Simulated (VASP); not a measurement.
# TiB2 (P6/mmm) in VASP: a series of runs

The runs below take TiB2 through single point, with PBEsol.

Everything below comes from runs of VASP 6.6.1. Logs are shortened: lines on timing, memory, paths and dates and some standing lists are left out, and cuts for length are marked.

**1. The cell of the first run**

Symmetry: P6/mmm, No. 191, hexagonal system. The conventional cell has a = 2.938 Å, b = 2.938 Å, c = 3.228 Å, α = 90.00°, β = 90.00°, γ = 120.00°. Within 3.1 Å of Ti (site symmetry 6/mmm) lie 12 B at 2.34 Å and 6 Ti at 2.94 Å. B (site symmetry -6m2) has 3 B at 1.70 Å within 2.3 Å.

**2. Single point, PBEsol (equal xx and yy strain of -3 %)**

Contents of INCAR:

```
SYSTEM = TiB2
PREC = Accurate
ENCUT = 520
EDIFF = 1E-7
ISMEAR = -1
SIGMA = 0.08
LREAL = .False.
LASPH = .True.
NELM = 80
ALGO = Normal
ISIF = 2
LWAVE = .False.
LCHARG = .False.
GGA = PS
NBANDS = 16
```

Contents of KPOINTS:

```
Automatic mesh
0
Gamma
  15 15 13
  0 0 0
```

Contents of POSCAR:

```
TiB2
1.0
    2.9383222556      0.0000000000      0.0000000000
   -1.4691611278      2.5446617178      0.0000000000
    0.0000000000      0.0000000000      3.2284000000
Ti B
1 2
Direct
    0.0000000000      0.0000000000      0.0000000000
    0.3333333333      0.6666666667      0.5000000000
    0.6666666667      0.3333333333      0.5000000000
```

Potentials or basis: VASP PAW PBE potentials, release 64 (Ti_sv, B).

Run with:

```bash
cat potpaw_PBE.64/Ti_sv/POTCAR potpaw_PBE.64/B/POTCAR > POTCAR
mpirun -np 1 vasp_std > vasp.out
```

OUTCAR:

```text
SYSTEM = TiB2
   PREC = Accurate
   ENCUT = 520
   EDIFF = 1E-7
   ISMEAR = -1
   LREAL = .False.
   LASPH = .True.
   NELM = 80
   ISIF = 2
   GGA = PS

 ion  position               nearest neighbor table
   1  0.000  0.000  0.000-   2 2.34   3 2.34   2 2.34   3 2.34   2 2.34   2 2.34   3 2.34   3 2.34
                             3 2.34   3 2.34   2 2.34   2 2.34
   2  0.333  0.667  0.500-   3 1.70   3 1.70   3 1.70   1 2.34   1 2.34   1 2.34   1 2.34   1 2.34
                             1 2.34
   3  0.667  0.333  0.500-   2 1.70   2 1.70   2 1.70   1 2.34   1 2.34   1 2.34   1 2.34   1 2.34
                             1 2.34

  LATTYP: Found a hexagonal cell.
 ALAT       =     2.9383222556
 C/A-ratio  =     1.0987222364

  Lattice vectors:

 A1 = (   2.9383222556,   0.0000000000,   0.0000000000)
 A2 = (  -1.4691611278,   2.5446617178,   0.0000000000)
 A3 = (   0.0000000000,   0.0000000000,   3.2284000000)

Analysis of symmetry for initial positions (statically):
=====================================================================
 Subroutine PRICEL returns:
 Original cell was already a primitive cell.

 Routine SETGRP: Setting up the symmetry group for a
 hexagonal supercell.

 Subroutine GETGRP returns: Found 24 space group operations
 (whereof 24 operations were pure point group operations)
 out of a pool of 24 trial point group operations.

The static configuration has the point symmetry D_6h.

Analysis of symmetry for dynamics (positions and initial velocities):
=====================================================================
 Subroutine PRICEL returns:
 Original cell was already a primitive cell.

 Routine SETGRP: Setting up the symmetry group for a
 hexagonal supercell.

 Subroutine GETGRP returns: Found 24 space group operations
 (whereof 24 operations were pure point group operations)
 out of a pool of 24 trial point group operations.

The dynamic configuration has the point symmetry D_6h.

 Subroutine INISYM returns: Found 24 space group operations
 (whereof 24 operations are pure point group operations),
 and found     1 'primitive' translations

----------------------------------------------------------------------------------------

                                     Primitive cell

  volume of cell :      24.1389

  direct lattice vectors                    reciprocal lattice vectors
     2.938322256  0.000000000  0.000000000     0.340330268  0.196489772  0.000000000
    -1.469161128  2.544661718  0.000000000     0.000000000  0.392979543  0.000000000
     0.000000000  0.000000000  3.228400000     0.000000000  0.000000000  0.309750960

  length of vectors
     2.938322256  2.938322256  3.228400000     0.392979543  0.392979543  0.309750960

  position of ions in fractional coordinates (direct lattice)
     0.000000000  0.000000000  0.000000000
     0.333333333  0.666666667  0.500000000
     0.666666667  0.333333333  0.500000000

  ion indices of the primitive-cell ions
   primitive index   ion index
                 1           1
                 2           2
                 3           3

----------------------------------------------------------------------------------------

 KPOINTS: Automatic mesh

Automatic generation of k-mesh.
 Grid dimensions read from file:
 generate k-points for:   15   15   13

 Generating k-lattice:

  Cartesian coordinates                     Fractional coordinates (reciprocal lattice)
     0.022688685  0.013099318  0.000000000     0.066666667 -0.000000000  0.000000000
     0.000000000  0.026198636  0.000000000     0.000000000  0.066666667  0.000000000
     0.000000000  0.000000000  0.023826997     0.000000000  0.000000000  0.076923077

  Length of vectors
     0.026198636  0.026198636  0.023826997

  Shift w.r.t. Gamma in fractional coordinates (k-lattice)
     0.000000000  0.000000000  0.000000000

 Subroutine IBZKPT returns following result:
 ===========================================

 Found    189 irreducible k-points:

 Following reciprocal coordinates:
            Coordinates               Weight
  0.000000  0.000000  0.000000      1.000000
  0.066667  0.000000  0.000000      6.000000
  0.133333  0.000000  0.000000      6.000000
  0.200000  0.000000  0.000000      6.000000
  0.266667  0.000000  0.000000      6.000000
  0.333333  0.000000  0.000000      6.000000
[... 16 lines left out ...]
  0.333333  0.200000  0.000000     12.000000
  0.400000  0.200000  0.000000      6.000000
 [... further k-points ...]
   k-points           NKPTS =    189   k-points in BZ     NKDIM =    189   number of bands    NBANDS=     16
   number of dos      NEDOS =    301   number of ions     NIONS =      3
   total plane-waves  NPLWV =  13824
   dimension x,y,z NGX =    24 NGY =   24 NGZ =   24
   dimension x,y,z NGXF=    48 NGYF=   48 NGZF=   48
   ions per type =               1   2
   NGX,Y,Z   is equivalent  to a cutoff of  13.58, 13.58, 12.36 a.u.
   NGXF,Y,Z  is equivalent  to a cutoff of  27.16, 27.16, 24.72 a.u.
 SYSTEM =  TiB2
   PREC   = accura    normal or accurate (medium, high low for compatibility)
   ISTART =      0    job   : 0-new  1-cont  2-samecut
   ICHARG =      2    charge: 1-file 2-atom 10-const
   ISPIN  =      1    spin polarized calculation?
   LNONCOLLINEAR =      F non collinear calculations
   LSORBIT =      F    spin-orbit coupling
   LASPH  =      T    aspherical Exc in radial PAW
   ENCUT  =  520.0 eV  38.22 Ry    6.18 a.u.   5.46  5.46  6.00*2*pi/ulx,y,z
   NELM   =     80;   NELMIN=  2; NELMDL= -5     # of ELM steps
   EDIFF  = 0.1E-06   stopping-criterion for ELM
   LREAL  =      F    real-space projection
   EDIFFG = 0.1E-05   stopping-criterion for IOM
   NSW    =      0    number of steps for IOM
   IBRION =     -1    ionic relax: 0-MD 1-quasi-New 2-CG
   NFREE  =      0    steps in history (QN), initial steepest desc. (CG)
   ISIF   =      2    stress and relaxation
   ISYM   =      2    0-nonsym 1-usesym 2-fastsym
   POTIM  = 0.5000    time-step for ionic-motion
   TEBEG  =    0.0;   TEEND  =   0.0 temperature during run
   PSTRESS=    0.0 pullay stress
   NELECT =      18.0000    total number of electrons
   NUPDOWN=      -1.0000    fix difference up-down
   EMIN   =  10.00;   EMAX   =-10.00  energy-range for DOS
   EFERMI =   0.00;   METHOD = LEGACY
   ISMEAR =    -1;   SIGMA  =   0.08  broadening in eV -4-tet -1-fermi 0-gaus
   EFERMI_NEDOS =   21; number of points for ismear=-14 and -15
   IALGO  =     38    algorithm
   IMIX   =      4    mixing-type and parameters
     AMIX     =   0.40;   BMIX     =  1.00
     AMIX_MAG =   1.60;   BMIX_MAG =  1.00
  volume/ion in A,a.u.               =       8.05        54.30
  Fermi-wavevector in a.u.,A,eV,Ry     =   1.484545  2.805383 29.985528  2.203874
  Thomas-Fermi vector in A             =   2.598068
   LORBIT       =      0    0 simple, 1 ext, 2 COOP (PROOUT), +10 PAW based schemes
   GGA     = PS    functional components
   LHFCALC =     F    Hartree Fock is set to
   AEXX    =    0.0000 exact exchange contribution
   IVDW    =     0    specifies the selected vdW correction
   LEPSILON=     F    determine dielectric tensor
   LRPA    =     F    only Hartree local field effects (RPA)
 non-spin polarized calculation
  energy-cutoff  :      520.00
  volume of cell :       24.14
 maximum number of plane-waves:       672
 NGX is ok and might be reduce to    24
   NGX = 11   NGY = 11   NGZ = 13

 number of electron      17.9999999 magnetization

 Free energy of the ion-electron system (eV)
  ---------------------------------------------------
  ext. energy  EPLUGINS =         0.00000000
  ---------------------------------------------------
  free energy    TOTEN  =       -25.71249645 eV

  energy without entropy =      -25.70549680  energy(sigma->0) =      -25.70899662

 E-fermi :  10.5968     XC(G=0): -13.1627

 val. band max:       10.5628585903   @ k =   0.0667   0.0667   0.3846
 cond. band min:      10.6137290951   @ k =   0.0000   0.0000   0.4615
 fundamental gap:      0.0508705048
 Fermi energy:        10.5967574425

 k-point     1 :       0.0000    0.0000    0.0000
  band No.  band energies     occupation
      1     -46.0186      2.00000
      2     -22.5211      2.00000
      3     -22.0916      2.00000
      4     -22.0916      2.00000
      5      -3.2674      2.00000
      6       7.9020      2.00000
[... 8 lines left out ...]
     15      16.8684      0.00000
     16      18.6042      0.00000

 k-point     2 :       0.0667    0.0000    0.0000
  band No.  band energies     occupation
      1     -46.0151      2.00000
      2     -22.5169      2.00000
      3     -22.1163      2.00000
      4     -22.0971      2.00000
      5      -3.1765      2.00000
      6       7.8090      2.00000
[... 8 lines left out ...]
     15      17.4225      0.00000
     16      18.8777      0.00000

 k-point     3 :       0.1333    0.0000    0.0000
  band No.  band energies     occupation
      1     -46.0053      2.00000
      2     -22.5048      2.00000
      3     -22.1855      2.00000
      4     -22.1126      2.00000
      5      -2.9077      2.00000
      6       7.1134      2.00000
[... 8 lines left out ...]
     15      18.6655      0.00000
     16      19.6754      0.00000

 k-point     4 :       0.2000    0.0000    0.0000
  band No.  band energies     occupation
      1     -45.9907      2.00000
      2     -22.4870      2.00000
      3     -22.2864      2.00000
      4     -22.1354      2.00000
      5      -2.4719      2.00000
      6       6.1460      2.00000
[... 8 lines left out ...]
     15      18.8945      0.00000
     16      20.2380      0.00000
[... 324 lines left out ...]
 k-point    22 :       0.2667    0.2000    0.0000
  band No.  band energies     occupation
      1     -45.9422      2.00000
      2     -22.5337      2.00000
      3     -22.4277      2.00000
      4     -22.2918      2.00000
      5      -0.2288      2.00000
      6       3.5952      2.00000
[... 8 lines left out ...]
     15      19.4499      0.00000
     16      21.3635      0.00000

 k-point    23 :       0.3333    0.2000    0.0000
  band No.  band energies     occupation
      1     -45.9341      2.00000
      2     -22.5650      2.00000
      3     -22.4179      2.00000
      4     -22.3264      2.00000
      5       0.6470      2.00000
      6       2.6205      2.00000
[... 8 lines left out ...]
     15      19.6148      0.00000
     16      21.4334      0.00000

 k-point    24 :       0.4000    0.2000    0.0000
  band No.  band energies     occupation
      1     -45.9312      2.00000
      2     -22.5755      2.00000
      3     -22.4144      2.00000
      4     -22.3392      2.00000
      5       1.5542      2.00000
      6       1.6666      2.00000
[... 8 lines left out ...]
     15      19.7080      0.00000
     16      21.4553      0.00000

 [... further k-points ...]

------------------------ aborting loop because EDIFF is reached ----------------------------------------

  FORCE on cell =-STRESS in cart. coord.  units (eV):
  Direction    XX          YY          ZZ          XY          YZ          ZX
  --------------------------------------------------------------------------------------
  -------------------------------------------------------------------------------------
  Total        3.0920708      3.0920708     -0.0423610      0.0000000     -0.0000000      0.0000000
  in kB      205.2311067    205.2311067     -2.8116426      0.0000000     -0.0000000      0.0000000
  external PRESSURE =     135.8835236 kB  Pullay stress =       0.0000000 kB

 VOLUME and BASIS-vectors are now :
 -----------------------------------------------------------------------------
  energy-cutoff  :      520.00
  volume of cell :       24.14
      direct lattice vectors                 reciprocal lattice vectors
     2.938322256  0.000000000  0.000000000     0.340330268  0.196489772  0.000000000
    -1.469161128  2.544661718  0.000000000     0.000000000  0.392979543  0.000000000
     0.000000000  0.000000000  3.228400000     0.000000000  0.000000000  0.309750960

 POSITION                                       TOTAL-FORCE (eV/Angst)
 -----------------------------------------------------------------------------------
      0.00000      0.00000      0.00000        -0.000000      0.000000      0.000000
     -0.00000      1.69644      1.61420        -0.000000      0.000000      0.000000
      1.46916      0.84822      1.61420         0.000000     -0.000000     -0.000000
 -----------------------------------------------------------------------------------
    total drift:                               -0.000000      0.000000      0.000000

  FREE ENERGIE OF THE ION-ELECTRON SYSTEM (eV)
  ---------------------------------------------------
  free  energy   TOTEN  =       -25.7124964494 eV

  energy  without entropy=      -25.7054967951  energy(sigma->0) =      -25.70899662
```

Wall time 51 s (1 thread of Intel Xeon Platinum 8259CL at 2.50GHz (Skylake/Cascade Lake), shared host); peak memory 0.19 GiB.

Results:

```yaml
Free_energy: -25.7125 eV
Pressure: 13.6 GPa
Band_gap_on_the_k_mesh: zero (band 9 reaches 11.08 eV, above the bottom of band 10 at 10.47 eV)
```

Levels at points of the mesh, in eV from the Fermi level:
```
           k point  band 5  band 6  band 7  band 8  band 9  band 10  band 11  band 12  band 13  band 14
(0.00, 0.00, 0.00)  -13.86   -2.69   -2.53   -2.53   -2.40     2.04     2.04     3.76     3.76     6.27
```

Caveat: the cell differs from its parent crystal (equal xx and yy strain of -3 %); the PAW data sets were made with another functional, which shifts forces and pressure a little.

**3. Single point, PBEsol (zz strain of -3 %)**

Contents of INCAR:

```
SYSTEM = TiB2
PREC     = Accurate       ! precision mode
ENCUT    = 520            ! plane-wave cutoff, eV
EDIFF    = 1E-6           ! SCF threshold, eV
ISMEAR   = -1             ! smearing method
SIGMA    = 0.08           ! smearing width, eV
LREAL    = .FALSE.        ! projectors in reciprocal space
LASPH    = .TRUE.         ! aspherical terms in the spheres
NELM     = 80             ! most SCF steps
ALGO     = Normal         ! electronic algorithm
ISIF     = 2              ! what is computed and relaxed
LWAVE    = .FALSE.        ! write WAVECAR
LCHARG   = .FALSE.        ! write CHGCAR
GGA      = PS             ! functional
NBANDS   = 16             ! bands
```

Contents of KPOINTS:

```
Automatic mesh
0
G
  15 15 13
  0 0 0
```

Contents of POSCAR:

```
TiB2
1.0
    3.0291982016      0.0000000000      0.0000000000
   -1.5145991008      2.6233625957      0.0000000000
    0.0000000000      0.0000000000      3.1315480000
Ti B
1 2
Direct
    0.0000000000      0.0000000000      0.0000000000
    0.3333333333      0.6666666667      0.5000000000
    0.6666666667      0.3333333333      0.5000000000
```

Potentials or basis: VASP PAW PBE potentials, release 64 (Ti_sv, B).

Run with:

```bash
cat potpaw_PBE.64/Ti_sv/POTCAR potpaw_PBE.64/B/POTCAR > POTCAR
mpirun -np 1 vasp_std > vasp.out
```

It took 41 s on 1 thread of Intel Xeon Platinum 8259CL at 2.50GHz (Skylake/Cascade Lake), shared host; peak memory 0.19 GiB.

The run converged. Its results:

| Item | Value |
| --- | --- |
| Free energy | -25.7852 eV |
| Pressure | 2.2 GPa |
| Band gap on the k mesh | zero (band 9 reaches 10.71 eV, above the bottom of band 10 at 9.88 eV) |

Stress tensor (GPa, compression positive):
```
-0.52  0.00  0.00
 0.00 -0.52  0.00
 0.00  0.00  7.67
```

Levels at points of the mesh, in eV from the Fermi level:
```csv
k point,band 6,band 7,band 8,band 9,band 10,band 11,band 12,band 13
"(0.00, 0.00, 0.00)",-2.86,-2.86,-2.15,-1.95,2.01,2.01,4.03,4.03
```

Caveat: the cell differs from its parent crystal (zz strain of -3 %); the PAW data sets were made with another functional, which shifts forces and pressure a little.

(Part 1 of 2 ends here.)
